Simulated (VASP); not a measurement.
# Zn in VASP: notebook, part 2 of 2

VASP 6.6.1. The steps go on from the part before.

## 3. Single point, PBE

This run uses another cell than the first one: it holds 4 atoms, not 8.

File INCAR:

```
SYSTEM = Zn
PREC     = Accurate       ! precision mode
ENCUT    = 520            ! plane-wave cutoff, eV
EDIFF    = 1E-6           ! SCF threshold, eV
ISMEAR   = 0              ! smearing method
SIGMA    = 0.1            ! smearing width, eV
LREAL    = .FALSE.        ! projectors in reciprocal space
LASPH    = .TRUE.         ! aspherical terms in the spheres
NELM     = 60             ! most SCF steps
ALGO     = Fast           ! electronic algorithm
ISIF     = 2              ! what is computed and relaxed
LWAVE    = .FALSE.        ! write WAVECAR
LCHARG   = .FALSE.        ! write CHGCAR
GGA      = PE             ! functional
NBANDS   = 32             ! bands
```

File KPOINTS:

```
regular mesh
0
G
  12 12 10
  0 0 0
```

File POSCAR:

```
Zn
1.0
    4.3177859067      0.0000000000      0.0000000000
   -2.1588929534      3.7393122833      0.0000000000
    0.0000000000      0.0000000000      4.9341961982
Zn
4
Direct
    0.0000000000      0.0000000000      0.2563380634
    0.0000000000      0.0000000000      0.7436619366
    0.3333333333      0.6666666667      0.0000000000
    0.6666666667      0.3333333333      0.0000000000
```

Potentials or basis: VASP PAW PBE potentials, release 64 (Zn).

Launch:

```sh
> cat potpaw_PBE.64/Zn/POTCAR > POTCAR
> mpirun -np 1 vasp_std > vasp.out
```

OUTCAR:

```text
SYSTEM = Zn
   PREC = Accurate
   ENCUT = 520
   EDIFF = 1E-6
   ISMEAR = 0
   LREAL = .FALSE.
   LASPH = .TRUE.
   NELM = 60
   ISIF = 2
   GGA = PE

 ion  position               nearest neighbor table
   1  0.000  0.000  0.256-   2 2.40   2 2.53   4 2.80   3 2.80   4 2.80   3 2.80   4 2.80   3 2.80

   2  0.000  0.000  0.744-   1 2.40   1 2.53   3 2.80   4 2.80   4 2.80   3 2.80   4 2.80   3 2.80

   3  0.333  0.667  0.000-   4 2.49   4 2.49   4 2.49   1 2.80   2 2.80   2 2.80   1 2.80   2 2.80
                             1 2.80
   4  0.667  0.333  0.000-   3 2.49   3 2.49   3 2.49   1 2.80   2 2.80   1 2.80   2 2.80   1 2.80
                             2 2.80

  LATTYP: Found a hexagonal cell.
 ALAT       =     4.3177859067
 C/A-ratio  =     1.1427607354

  Lattice vectors:

 A1 = (   4.3177859067,   0.0000000000,   0.0000000000)
 A2 = (  -2.1588929534,   3.7393122833,   0.0000000000)
 A3 = (   0.0000000000,   0.0000000000,   4.9341961982)

Analysis of symmetry for initial positions (statically):
=====================================================================
 Subroutine PRICEL returns:
 Original cell was already a primitive cell.

 Routine SETGRP: Setting up the symmetry group for a
 hexagonal supercell.
[... 175 lines left out ...]
 cond. band min:       1.2274094768   @ k =   0.3333   0.2500   0.0000
 fundamental gap:      0.0354228756
 Fermi energy:         1.2023498210

 k-point     1 :       0.0000    0.0000    0.0000
  band No.  band energies     occupation
      1      -8.1993      2.00000
      2      -6.7503      2.00000
      3      -6.7503      2.00000
      4      -6.6282      2.00000
      5      -6.5773      2.00000
      6      -6.5773      2.00000
[... 829 lines left out ...]
     31       8.5777      0.00000
     32       8.9622      0.00000

 [... further k-points ...]

------------------------ aborting loop because EDIFF is reached ----------------------------------------

  FORCE on cell =-STRESS in cart. coord.  units (eV):
  Direction    XX          YY          ZZ          XY          YZ          ZX
  --------------------------------------------------------------------------------------
  -------------------------------------------------------------------------------------
  Total        0.1212677      0.1212677      0.1236473     -0.0000000     -0.0000000      0.0000000
  in kB        2.4388577      2.4388577      2.4867151     -0.0000000     -0.0000000      0.0000000
  external PRESSURE =       2.4548101 kB  Pullay stress =       0.0000000 kB

 VOLUME and BASIS-vectors are now :
 -----------------------------------------------------------------------------
  energy-cutoff  :      520.00
  volume of cell :       79.67
      direct lattice vectors                 reciprocal lattice vectors
     4.317785907  0.000000000  0.000000000     0.231600182  0.133714427  0.000000000
    -2.158892953  3.739312283  0.000000000     0.000000000  0.267428854  0.000000000
     0.000000000  0.000000000  4.934196198     0.000000000  0.000000000  0.202667255

 POSITION                                       TOTAL-FORCE (eV/Angst)
 -----------------------------------------------------------------------------------
      0.00000      0.00000      1.26482         0.000000      0.000000      0.003563
      0.00000      0.00000      3.66937         0.000000     -0.000000     -0.003563
     -0.00000      2.49287      0.00000        -0.000000     -0.000000      0.000000
      2.15889      1.24644      0.00000         0.000000      0.000000     -0.000000
 -----------------------------------------------------------------------------------
    total drift:                               -0.000000      0.000000     -0.000000

  FREE ENERGIE OF THE ION-ELECTRON SYSTEM (eV)
  ---------------------------------------------------
  free  energy   TOTEN  =        -3.6431168381 eV

  energy  without entropy=       -3.6378137882  energy(sigma->0) =       -3.64046531
```

OSZICAR:

```text
N       E                     dE             d eps       ncg     rms          rms(c)
DAV:   1     0.292175481577E+03    0.29218E+03   -0.23385E+04  7296   0.219E+03
DAV:   2     0.154545726148E+02   -0.27672E+03   -0.26459E+03  7336   0.394E+02
DAV:   3    -0.376383406402E+01   -0.19218E+02   -0.19088E+02  8344   0.114E+02
DAV:   4    -0.400515668035E+01   -0.24132E+00   -0.24127E+00  7832   0.140E+01
DAV:   5    -0.400560313924E+01   -0.44646E-03   -0.44645E-03  8440   0.532E-01    0.500E+00
RMM:   6    -0.366973976753E+01    0.33586E+00   -0.16473E+00  7909   0.125E+01    0.372E+00
RMM:   7    -0.365163471435E+01    0.18105E-01   -0.50856E-02  8076   0.246E+00    0.186E+00
RMM:   8    -0.364297341047E+01    0.86613E-02   -0.15477E-02  7789   0.846E-01    0.128E-01
RMM:   9    -0.364316423085E+01   -0.19082E-03   -0.31531E-03  8260   0.623E-01    0.108E-01
RMM:  10    -0.364312628986E+01    0.37941E-04   -0.33654E-04  8248   0.152E-01    0.562E-02
RMM:  11    -0.364311756125E+01    0.87286E-05   -0.66869E-05  7977   0.628E-02    0.141E-02
RMM:  12    -0.364311682061E+01    0.74064E-06   -0.13881E-05  8147   0.308E-02    0.564E-03
RMM:  13    -0.364311683806E+01   -0.17443E-07   -0.17115E-06  4900   0.108E-02
   1 F= -.36431168E+01 E0= -.36404653E+01  d E =-.530305E-02
```

stdout:

```text
POSCAR found type information on POSCAR Zn
 POSCAR found :  1 types and       4 ions
 scaLAPACK will be used
 LDA part: xc-table for (Slater+PW92), standard interpolation
 POSCAR, INCAR and KPOINTS ok, starting setup
 FFT: planning ... GRIDC
 FFT: planning ... GRID_SOFT
 FFT: planning ... GRID
 WAVECAR not read
 entering main loop
```

Run time: 1.9 min. Hardware: 1 thread of Intel Xeon 6975P-C (Granite Rapids), shared host; peak memory 0.33 GiB.

Results:

| Property | Result |
| --- | --- |
| Free energy | -3.6431 eV |
| Pressure | 0.2 GPa |
| Largest force | 0.004 eV/Å |
| Band gap on the k mesh | zero (bands 24 and 25 overlap by 3.71 eV) |

Forces in eV/Å, atoms in the order of the input:
```
Zn   0.000  0.000  0.004
Zn   0.000  0.000 -0.004
Zn   0.000  0.000  0.000
Zn   0.000  0.000  0.000
```

Levels at points of the mesh, in eV from the Fermi level:
| k point | band 22 | band 23 | band 24 | band 25 | band 26 | band 27 |
| --- | --- | --- | --- | --- | --- | --- |
| (0.00, 0.00, 0.00) | -1.59 | -1.35 | 2.08 | 2.08 | 2.57 | 2.57 |
| (0.50, 0.00, 0.00) | -5.34 | -1.06 | -0.51 | 1.07 | 1.34 | 1.40 |
| (0.00, 0.00, 0.50) | -5.24 | 2.74 | 2.74 | 3.05 | 3.15 | 3.15 |
| (0.50, 0.00, 0.50) | -4.72 | -3.21 | -1.13 | -0.43 | 1.28 | 3.66 |

## 4. Single point, PBE

This run uses another cell than the first one: it holds 4 atoms, not 8.

File INCAR:

```
  PREC = Accurate
  ENCUT = 520
  EDIFF = 1E-6
  ISMEAR = 0
  SIGMA = 0.1
  LREAL = F
  LASPH = T
  NELM = 80
  ALGO = Normal
  ISIF = 2
  LWAVE = F
  LCHARG = F
  GGA = PE
  NBANDS = 32
```

File KPOINTS:

```
Automatic mesh
0
Gamma
  6 6 4
```

File POSCAR:

```
Zn
1.0
    4.4045435625      0.0000000000      0.0000000000
   -2.2022717812      3.8144466172      0.0000000000
    0.0000000000      0.0000000000      5.1594043895
Zn
4
Direct
    0.3333333333      0.6666666667      0.5000003355
    0.6666666667      0.3333333333      1.0000003355
    0.6666666667      0.3333333333      0.4999996645
    0.3333333333      0.6666666667     -0.0000003355
```

Potentials or basis: VASP PAW PBE potentials, release 64 (Zn).

Launch:

```sh
> cat potpaw_PBE.64/Zn/POTCAR > POTCAR
> mpirun -np 1 vasp_std > vasp.out
```

OUTCAR:

```text
PREC = Accurate
   ENCUT = 520
   EDIFF = 1E-6
   ISMEAR = 0
   LREAL = F
   LASPH = T
   NELM = 80
   ISIF = 2
   GGA = PE

 ion  position               nearest neighbor table
   1  0.333  0.667  0.500-   3 2.54   3 2.54   3 2.54   4 2.58   4 2.58
   2  0.667  0.333  0.000-   4 2.54   4 2.54   4 2.54   3 2.58   3 2.58
   3  0.667  0.333  0.500-   1 2.54   1 2.54   1 2.54   2 2.58   2 2.58
   4  0.333  0.667  1.000-   2 2.54   2 2.54   2 2.54   1 2.58   1 2.58

[... 948 lines left out ...]
  Direction    XX          YY          ZZ          XY          YZ          ZX
  --------------------------------------------------------------------------------------
  -------------------------------------------------------------------------------------
  Total        0.1466331      0.1466331      0.2296697      0.0000000      0.0000000      0.0000000
  in kB        2.7102586      2.7102586      4.2450445      0.0000000      0.0000000      0.0000000
  external PRESSURE =       3.2218539 kB  Pullay stress =       0.0000000 kB

 VOLUME and BASIS-vectors are now :
 -----------------------------------------------------------------------------
  energy-cutoff  :      520.00
  volume of cell :       86.68
      direct lattice vectors                 reciprocal lattice vectors
     4.404543562  0.000000000  0.000000000     0.227038281  0.131080613  0.000000000
    -2.202271781  3.814446617  0.000000000     0.000000000  0.262161226  0.000000000
     0.000000000  0.000000000  5.159404389     0.000000000  0.000000000  0.193820822

 POSITION                                       TOTAL-FORCE (eV/Angst)
 -----------------------------------------------------------------------------------
     -0.00000      2.54296      2.57970        -0.000000      0.000000      0.000000
      2.20227      1.27148      0.00000         0.000000     -0.000000      0.000000
      2.20227      1.27148      2.57970         0.000000     -0.000000      0.000000
     -0.00000      2.54296      5.15940        -0.000000      0.000000      0.000000
 -----------------------------------------------------------------------------------
    total drift:                                0.000000      0.000000      0.000000

  FREE ENERGIE OF THE ION-ELECTRON SYSTEM (eV)
  ---------------------------------------------------
  free  energy   TOTEN  =        -3.1566280014 eV

  energy  without entropy=       -3.1479483599  energy(sigma->0) =       -3.15228818
```

OSZICAR:

```text
N       E                     dE             d eps       ncg     rms          rms(c)
DAV:   1     0.289698766402E+03    0.28970E+03   -0.23526E+04  1352   0.213E+03
DAV:   2     0.156739316078E+02   -0.27402E+03   -0.26301E+03  1352   0.386E+02
DAV:   3    -0.319160887224E+01   -0.18866E+02   -0.18732E+02  1552   0.112E+02
DAV:   4    -0.343183546861E+01   -0.24023E+00   -0.24018E+00  1384   0.138E+01
DAV:   5    -0.343229822901E+01   -0.46276E-03   -0.46276E-03  1576   0.537E-01    0.384E+00
DAV:   6    -0.317172141103E+01    0.26058E+00   -0.13318E+00  1520   0.170E+01    0.290E+00
DAV:   7    -0.316182794174E+01    0.98935E-02   -0.49906E-02  1384   0.257E+00    0.149E+00
DAV:   8    -0.315655336569E+01    0.52746E-02   -0.53869E-03  1392   0.619E-01    0.905E-02
DAV:   9    -0.315662124044E+01   -0.67875E-04   -0.67376E-04  1512   0.226E-01    0.620E-02
DAV:  10    -0.315662797134E+01   -0.67309E-05   -0.90648E-05  1408   0.690E-02    0.953E-03
DAV:  11    -0.315662800135E+01   -0.30012E-07   -0.23321E-06  1120   0.180E-02
   1 F= -.31566280E+01 E0= -.31522882E+01  d E =-.867964E-02
```

It took 45 s on 1 thread of Intel Xeon 8259CL, shared host; peak memory 0.22 GiB.

What came out:

| Item | Value |
| --- | --- |
| Free energy | -3.1566 eV |
| Pressure | 0.3 GPa |
| Band gap on the k mesh | zero (bands 24 and 25 overlap by 4.60 eV) |

## 5. Summary

| cell | k mesh | gap on the mesh (eV) | pressure (GPa) |
| --- | --- | --- | --- |
| a = 4.295, b = 4.295, c = 9.974 Å, angles 90.0, 90.0, 120.0°, 8 atoms, atomic positions A | 6 × 6 × 2 | none | 0.3 |
| a = 4.318, b = 4.318, c = 4.934 Å, angles 90.0, 90.0, 120.0°, 4 atoms, atomic positions B | 12 × 12 × 10 | none | 0.2 |
| a = 4.405, b = 4.405, c = 5.159 Å, angles 90.0, 90.0, 120.0°, 4 atoms, atomic positions C | 6 × 6 × 4 | none | 0.3 |

Alike in all rows: task single point; level PBE; potentials or basis VASP PAW PBE potentials, release 64 (Zn); no spin polarisation; cutoff (eV) 520; smearing gaussian 0.1 eV.

Absolute energies hang on the potentials; compare differences alone.

The gap in the log of VASP goes by the Fermi energy; the results here count the filled bands.